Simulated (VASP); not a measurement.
# Hf3SnS8 (R-3m) in VASP: single point with PBE

Aim: the single point of Hf3SnS8 with PBE.

All numbers are computed with VASP 6.6.1; they aren't measurements. Logs are shortened: lines on timing, memory, paths and dates and some standing lists are left out, and cuts for length are marked.

## Step 1: The cell of the first run

The structure is trigonal, space group R-3m (No. 166). Conventional cell: a = 7.361 Å, b = 7.361 Å, c = 18.319 Å, α = 90.00°, β = 90.00°, γ = 120.00°. Within 3.4 Å of Hf (site symmetry 2/m) lie 6 S at 2.56 to 2.57 Å. Sn (site symmetry -3m) has 6 S at 2.61 Å within 3.4 Å. Within 3.4 Å of S (site symmetry m) lie 2 Hf at 2.57 Å and 1 Sn at 2.61 Å. Within 3.4 Å of S (site symmetry 3m) lie 3 Hf at 2.56 Å.

## Step 2: Single point, PBE

INCAR reads:

```
SYSTEM = Hf3SnS8
PREC = Accurate
ENCUT = 520
EDIFF = 1E-7
ISMEAR = 0
SIGMA = 0.1
LREAL = .False.
LASPH = .True.
NELM = 80
ALGO = Normal
ISIF = 2
LWAVE = .False.
LCHARG = .False.
GGA = PE
NBANDS = 58
```

KPOINTS reads:

```
Automatic mesh
0
Gamma
  6 6 6
  0 0 0
```

POSCAR reads:

```
Hf3SnS8
1.0
    3.6807435117      2.1250782573      6.1061728504
   -3.6807435117      2.1250782573      6.1061728504
    0.0000000000     -4.2501565145      6.1061728504
Hf Sn S
3 1 8
Direct
    0.5000000000      0.5000000000      0.0000000000
    0.5000000000      0.0000000000      0.5000000000
    0.0000000000      0.5000000000      0.5000000000
    0.5000000000      0.5000000000      0.5000000000
    0.7490892782      0.7490892782      0.2603824056
    0.7449356008      0.7449356008      0.7449356008
    0.7490892782      0.2603824056      0.7490892782
    0.2603824056      0.7490892782      0.7490892782
    0.2509107218      0.2509107218      0.7396175944
    0.2550643992      0.2550643992      0.2550643992
    0.2509107218      0.7396175944      0.2509107218
    0.7396175944      0.2509107218      0.2509107218
```

Potentials or basis: VASP PAW PBE potentials, release 64 (Hf_pv, Sn_d, S).

Run with:

```console
$ cat potpaw_PBE.64/Hf_pv/POTCAR potpaw_PBE.64/Sn_d/POTCAR potpaw_PBE.64/S/POTCAR > POTCAR
$ mpirun -np 1 vasp_std > vasp.out
```

OUTCAR:

```text
SYSTEM = Hf3SnS8
   PREC = Accurate
   ENCUT = 520
   EDIFF = 1E-7
   ISMEAR = 0
   LREAL = .False.
   LASPH = .True.
   NELM = 80
   ISIF = 2
   GGA = PE

 ion  position               nearest neighbor table
   1  0.500  0.500  0.000-   6 2.56  10 2.56   8 2.57   7 2.57  11 2.57  12 2.57   2 3.68   3 3.68
                             2 3.68   3 3.68   4 3.72   4 3.72
   2  0.500  0.000  0.500-   6 2.56  10 2.56   8 2.57  12 2.57   5 2.57   9 2.57   1 3.68   1 3.68
                             3 3.68   3 3.68   4 3.72   4 3.72
   3  0.000  0.500  0.500-   6 2.56  10 2.56   7 2.57  11 2.57   5 2.57   9 2.57   1 3.68   1 3.68
                             2 3.68   2 3.68   4 3.72   4 3.72
   4  0.500  0.500  0.500-   5 2.61   9 2.61   8 2.61   7 2.61  11 2.61  12 2.61   1 3.72   1 3.72
                             3 3.72   2 3.72   2 3.72   3 3.72
   5  0.749  0.749  0.260-   2 2.57   3 2.57   4 2.61
   6  0.745  0.745  0.745-   1 2.56   2 2.56   3 2.56
   7  0.749  0.260  0.749-   3 2.57   1 2.57   4 2.61
   8  0.260  0.749  0.749-   2 2.57   1 2.57   4 2.61
   9  0.251  0.251  0.740-   2 2.57   3 2.57   4 2.61
  10  0.255  0.255  0.255-   1 2.56   2 2.56   3 2.56
  11  0.251  0.740  0.251-   3 2.57   1 2.57   4 2.61
  12  0.740  0.251  0.251-   2 2.57   1 2.57   4 2.61

  LATTYP: Found a trigonal (rhomboedric) cell.
 ALAT       =     7.4397027681
 COS(alpha) =     0.5104580243

  Lattice vectors:

 A1 = (   3.6807435117,   2.1250782573,   6.1061728504)
 A2 = (  -3.6807435117,   2.1250782573,   6.1061728504)
 A3 = (   0.0000000000,  -4.2501565145,   6.1061728504)

Analysis of symmetry for initial positions (statically):
=====================================================================
 Subroutine PRICEL returns:
 Original cell was already a primitive cell.

 Routine SETGRP: Setting up the symmetry group for a
 trigonal (rhombohedral) supercell.

 Subroutine GETGRP returns: Found 12 space group operations
 (whereof 12 operations were pure point group operations)
 out of a pool of 12 trial point group operations.

The static configuration has the point symmetry D_3d.

Analysis of symmetry for dynamics (positions and initial velocities):
=====================================================================
 Subroutine PRICEL returns:
 Original cell was already a primitive cell.

 Routine SETGRP: Setting up the symmetry group for a
 trigonal (rhombohedral) supercell.

 Subroutine GETGRP returns: Found 12 space group operations
 (whereof 12 operations were pure point group operations)
 out of a pool of 12 trial point group operations.

The dynamic configuration has the point symmetry D_3d.

 Subroutine INISYM returns: Found 12 space group operations
 (whereof 12 operations are pure point group operations),
 and found     1 'primitive' translations

----------------------------------------------------------------------------------------

                                     Primitive cell

  volume of cell :     286.5701

  direct lattice vectors                    reciprocal lattice vectors
     3.680743512  2.125078257  6.106172850     0.135842120  0.078428484  0.054589567
    -3.680743512  2.125078257  6.106172850    -0.135842120  0.078428484  0.054589567
     0.000000000 -4.250156515  6.106172850     0.000000000 -0.156856969  0.054589567

  length of vectors
     7.439702768  7.439702768  7.439702768     0.166084706  0.166084706  0.166084706

  position of ions in fractional coordinates (direct lattice)
     0.500000000  0.500000000  0.000000000
     0.500000000  1.000000000  0.500000000
     1.000000000  0.500000000  0.500000000
     0.500000000  0.500000000  0.500000000
     0.749089278  0.749089278  0.260382406
     0.744935601  0.744935601  0.744935601
     0.749089278  0.260382406  0.749089278
     0.260382406  0.749089278  0.749089278
     0.250910722  0.250910722  0.739617594
     0.255064399  0.255064399  0.255064399
     0.250910722  0.739617594  0.250910722
     0.739617594  0.250910722  0.250910722

  ion indices of the primitive-cell ions
   primitive index   ion index
                 1           1
                 2           2
                 3           3
                 4           4
                 5           5
                 6           6
                 7           7
                 8           8
                 9           9
                10          10
                11          11
                12          12

----------------------------------------------------------------------------------------

 KPOINTS: Automatic mesh

Automatic generation of k-mesh.
 Grid dimensions read from file:
 generate k-points for:    6    6    6

 Generating k-lattice:

  Cartesian coordinates                     Fractional coordinates (reciprocal lattice)
     0.022640353  0.013071414  0.009098261     0.166666667 -0.000000000 -0.000000000
    -0.022640353  0.013071414  0.009098261    -0.000000000  0.166666667 -0.000000000
     0.000000000 -0.026142828  0.009098261     0.000000000  0.000000000  0.166666667

  Length of vectors
     0.027680784  0.027680784  0.027680784

  Shift w.r.t. Gamma in fractional coordinates (k-lattice)
     0.000000000  0.000000000  0.000000000

 Subroutine IBZKPT returns following result:
 ===========================================

 Found     32 irreducible k-points:

 Following reciprocal coordinates:
            Coordinates               Weight
  0.000000  0.000000  0.000000      1.000000
  0.166667 -0.000000  0.000000      6.000000
  0.333333  0.000000  0.000000      6.000000
  0.500000 -0.000000 -0.000000      3.000000
  0.166667  0.166667  0.000000      6.000000
  0.333333  0.166667 -0.000000     12.000000
[... 16 lines left out ...]
  0.500000  0.500000  0.166667      6.000000
 -0.333333  0.500000  0.166667     12.000000
 [... further k-points ...]
   k-points           NKPTS =     32   k-points in BZ     NKDIM =     32   number of bands    NBANDS=     58
   number of dos      NEDOS =    301   number of ions     NIONS =     12
   total plane-waves  NPLWV = 175616
   dimension x,y,z NGX =    56 NGY =   56 NGZ =   56
   dimension x,y,z NGXF=   112 NGYF=  112 NGZF=  112
   ions per type =               3   1   8
   NGX,Y,Z   is equivalent  to a cutoff of  12.51, 12.51, 12.51 a.u.
   NGXF,Y,Z  is equivalent  to a cutoff of  25.03, 25.03, 25.03 a.u.
 SYSTEM =  Hf3SnS8
   PREC   = accura    normal or accurate (medium, high low for compatibility)
   ISTART =      0    job   : 0-new  1-cont  2-samecut
   ICHARG =      2    charge: 1-file 2-atom 10-const
   ISPIN  =      1    spin polarized calculation?
   LNONCOLLINEAR =      F non collinear calculations
   LSORBIT =      F    spin-orbit coupling
   LASPH  =      T    aspherical Exc in radial PAW
   ENCUT  =  520.0 eV  38.22 Ry    6.18 a.u.  13.83 13.83 13.83*2*pi/ulx,y,z
   NELM   =     80;   NELMIN=  2; NELMDL= -5     # of ELM steps
   EDIFF  = 0.1E-06   stopping-criterion for ELM
   LREAL  =      F    real-space projection
   EDIFFG = 0.1E-05   stopping-criterion for IOM
   NSW    =      0    number of steps for IOM
   IBRION =     -1    ionic relax: 0-MD 1-quasi-New 2-CG
   NFREE  =      0    steps in history (QN), initial steepest desc. (CG)
   ISIF   =      2    stress and relaxation
   ISYM   =      2    0-nonsym 1-usesym 2-fastsym
   POTIM  = 0.5000    time-step for ionic-motion
   TEBEG  =    0.0;   TEEND  =   0.0 temperature during run
   PSTRESS=    0.0 pullay stress
   NELECT =      92.0000    total number of electrons
   NUPDOWN=      -1.0000    fix difference up-down
   EMIN   =  10.00;   EMAX   =-10.00  energy-range for DOS
   EFERMI =   0.00;   METHOD = LEGACY
   ISMEAR =     0;   SIGMA  =   0.10  broadening in eV -4-tet -1-fermi 0-gaus
   EFERMI_NEDOS =   21; number of points for ismear=-14 and -15
   IALGO  =     38    algorithm
   IMIX   =      4    mixing-type and parameters
     AMIX     =   0.40;   BMIX     =  1.00
     AMIX_MAG =   1.60;   BMIX_MAG =  1.00
  volume/ion in A,a.u.               =      23.88       161.16
  Fermi-wavevector in a.u.,A,eV,Ry     =   1.120970  2.118325 17.096711  1.256573
  Thomas-Fermi vector in A             =   2.257620
   LORBIT       =      0    0 simple, 1 ext, 2 COOP (PROOUT), +10 PAW based schemes
   GGA     = PE    functional components
   LHFCALC =     F    Hartree Fock is set to
   AEXX    =    0.0000 exact exchange contribution
   IVDW    =     0    specifies the selected vdW correction
   LEPSILON=     F    determine dielectric tensor
   LRPA    =     F    only Hartree local field effects (RPA)
 non-spin polarized calculation
 Gauss-broadening in eV      SIGMA  =   0.10
  energy-cutoff  :      520.00
  volume of cell :      286.57
 maximum number of plane-waves:      7757
   NGX = 27   NGY = 27   NGZ = 27

 number of electron      92.0000008 magnetization

 Free energy of the ion-electron system (eV)
  ---------------------------------------------------
  ext. energy  EPLUGINS =         0.00000000
  ---------------------------------------------------
  free energy    TOTEN  =       -81.33630028 eV

  energy without entropy =      -81.33443599  energy(sigma->0) =      -81.33536813

 E-fermi :   3.0690     XC(G=0):  -9.2965

 val. band max:        2.9891014286   @ k =   0.0000   0.0000   0.0000
 cond. band min:       3.1983572922   @ k =   0.1667  -0.0000   0.0000
 fundamental gap:      0.2092558635
 Fermi energy:         3.0689536648

 k-point     1 :       0.0000    0.0000    0.0000
  band No.  band energies     occupation
      1     -27.7621      2.00000
      2     -27.7410      2.00000
      3     -27.7410      2.00000
      4     -27.7238      2.00000
      5     -27.6990      2.00000
      6     -27.6990      2.00000
[... 1453 lines left out ...]
     57       7.8418      0.00000
     58       7.9732      0.00000

 [... further k-points ...]

------------------------ aborting loop because EDIFF is reached ----------------------------------------

  FORCE on cell =-STRESS in cart. coord.  units (eV):
  Direction    XX          YY          ZZ          XY          YZ          ZX
  --------------------------------------------------------------------------------------
  -------------------------------------------------------------------------------------
  Total       -0.7793565     -0.7793565     -0.8253214      0.0000000     -0.0000000      0.0000000
  in kB       -4.3572844     -4.3572844     -4.6142687      0.0000000     -0.0000000      0.0000000
  external PRESSURE =      -4.4429458 kB  Pullay stress =       0.0000000 kB

 VOLUME and BASIS-vectors are now :
 -----------------------------------------------------------------------------
  energy-cutoff  :      520.00
  volume of cell :      286.57
      direct lattice vectors                 reciprocal lattice vectors
     3.680743512  2.125078257  6.106172850     0.135842120  0.078428484  0.054589567
    -3.680743512  2.125078257  6.106172850    -0.135842120  0.078428484  0.054589567
     0.000000000 -4.250156515  6.106172850     0.000000000 -0.156856969  0.054589567

 POSITION                                       TOTAL-FORCE (eV/Angst)
 -----------------------------------------------------------------------------------
      0.00000      2.12508      6.10617         0.000000     -0.000000      0.000000
      1.84037     -1.06254      6.10617         0.000000     -0.000000      0.000000
     -1.84037     -1.06254      6.10617         0.000000     -0.000000      0.000000
      0.00000      0.00000      9.15926         0.000000     -0.000000      0.000000
      0.00000      2.07708     10.73808         0.000000     -0.033262      0.040586
      0.00000      0.00000     13.64612         0.000000     -0.000000     -0.066629
      1.79880     -1.03854     10.73808        -0.028806      0.016631      0.040586
     -1.79880     -1.03854     10.73808         0.028806      0.016631      0.040586
      0.00000     -2.07708      7.58044         0.000000      0.033262     -0.040586
      0.00000      0.00000      4.67240         0.000000      0.000000      0.066629
     -1.79880      1.03854      7.58044         0.028806     -0.016631     -0.040586
      1.79880      1.03854      7.58044        -0.028806     -0.016631     -0.040586
 -----------------------------------------------------------------------------------
    total drift:                               -0.000000      0.000000      0.000000

  FREE ENERGIE OF THE ION-ELECTRON SYSTEM (eV)
  ---------------------------------------------------
  free  energy   TOTEN  =       -81.3363002768 eV

  energy  without entropy=      -81.3344359864  energy(sigma->0) =      -81.33536813
```

Run time: 12 min. Hardware: 1 thread of Intel Xeon Platinum 8259CL at 2.50GHz (Skylake/Cascade Lake), shared host; peak memory 0.71 GiB.

What came out:

```yaml
Free_energy: -81.3363 eV
Pressure: -0.4 GPa
Largest_force: 0.067 eV/Å
Band_gap_on_the_k_mesh: zero (filled and empty bands touch)
```

Forces in eV/Å, atoms in the order of the input:
```
Hf   0.000  0.000  0.000
Hf   0.000  0.000  0.000
Hf   0.000  0.000  0.000
Sn   0.000  0.000  0.000
S    0.000 -0.033  0.041
S    0.000  0.000 -0.067
S   -0.029  0.017  0.041
S    0.029  0.017  0.041
S    0.000  0.033 -0.041
S    0.000  0.000  0.067
S    0.029 -0.017 -0.041
S   -0.029 -0.017 -0.041
```

Levels at points of the mesh, in eV from the Fermi level:
| k point | band 43 | band 44 | band 45 | band 46 | band 47 | band 48 | band 49 | band 50 |
| --- | --- | --- | --- | --- | --- | --- | --- | --- |
| (0.00, 0.00, 0.00) | -0.87 | -0.21 | -0.18 | -0.08 | -0.08 | 1.21 | 1.21 | 1.78 |
| (0.50, 0.00, 0.00) | -0.81 | -0.79 | -0.46 | -0.41 | 0.61 | 1.80 | 2.38 | 2.70 |
| (0.50, 0.50, 0.00) | -0.89 | -0.76 | -0.70 | -0.41 | 1.39 | 1.56 | 2.56 | 2.96 |
| (0.50, 0.50, 0.50) | -0.98 | -0.89 | -0.12 | -0.12 | 1.48 | 1.48 | 1.98 | 2.31 |

Caveat: spin-orbit coupling is left out, which moves the levels of the heavy elements.

The gap in the log of VASP goes by the Fermi energy; the results here count the filled bands.